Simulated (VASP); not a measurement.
Crystal: TiAl.

```
CELL_PARAMETERS angstrom
2.86726 0.00000 0.00000
-1.43363 2.48312 0.00000
0.00000 0.00000 4.67808
ATOMIC_POSITIONS crystal
Ti 0.00000 0.00000 0.00000
Al 0.33333 0.66667 0.50000
```

Base run:

```yaml
Program: VASP 6.6.1
Functional: LDA
Potentials_or_basis: VASP PAW LDA potentials, release 64 (Ti_sv, Al)
Cutoff: 520 eV
k_mesh: 9 × 9 × 5
Occupations: fermi-dirac, width 0.1 eV
Spin: no spin polarisation
```

Its results: pressure -5.9 GPa.

Task: The run is repeated on the same cell with these changes: functional from LDA to BLYP; potentials or basis from VASP PAW LDA potentials, release 64 (Ti_sv, Al) to VASP PAW PBE potentials, release 64 (Ti_sv, Al). What comes out?

Result: Pressure 3.4 GPa.

Caveats: the PAW data sets were made with another functional, which shifts forces and pressure a little (some runs).
